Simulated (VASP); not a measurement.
Input of a VASP 6.6.1 run:

File INCAR:

```
SYSTEM = InSe
PREC     = Accurate       ! precision mode
ENCUT    = 520            ! plane-wave cutoff, eV
EDIFF    = 1E-6           ! SCF threshold, eV
ISMEAR   = 0              ! smearing method
SIGMA    = 0.03           ! smearing width, eV
LREAL    = .FALSE.        ! projectors in reciprocal space
LASPH    = .TRUE.         ! aspherical terms in the spheres
NELM     = 100            ! most SCF steps
ALGO     = Normal         ! electronic algorithm
ISIF     = 2              ! what is computed and relaxed
LWAVE    = .FALSE.        ! write WAVECAR
LCHARG   = .TRUE.         ! write CHGCAR
GGA      = PS             ! functional
IVDW     = 12             ! dispersion correction
LELF     = .TRUE.         ! ELF
LVHAR    = .TRUE.       
NBANDS   = 27             ! bands
```

Contents of KPOINTS:

```
regular mesh
0
G
  12 12 12
  0 0 0
```

POSCAR

```
InSe
1.0
    2.0599996398      1.1893413466      8.0671699000
   -2.0599996398      1.1893413466      8.0671699000
    0.0000000000     -2.3786826932      8.0671699000
In Se
2 2
Direct
    0.0000000000      0.0000000000      0.0000000000
    0.1122000000      0.1122000000      0.1122000000
    0.6155000000      0.6155000000      0.6155000000
    0.8300000000      0.8300000000      0.8300000000
```

Potentials or basis: VASP PAW PBE potentials, release 64 (In_d, Se).

Command:

```bash
$ cat potpaw_PBE.64/In_d/POTCAR potpaw_PBE.64/Se/POTCAR > POTCAR
$ mpirun -np 1 vasp_std > vasp.out
```

Estimate the pressure.

-2.7 GPa.

What does it give for the largest force?

0.506 eV/Å.

What does it give for the dispersion energy per atom?

-0.286 eV.

Forces on the atoms (eV/Å):
```
In   0.000  0.000 -0.506
In   0.000  0.000  0.493
Se   0.000  0.000  0.145
Se   0.000  0.000 -0.132
```

Caveat: the cell differs from its parent crystal (strain +0.030 along x and y, -0.030 along z); the PAW data sets were made with another functional, which shifts forces and pressure a little.
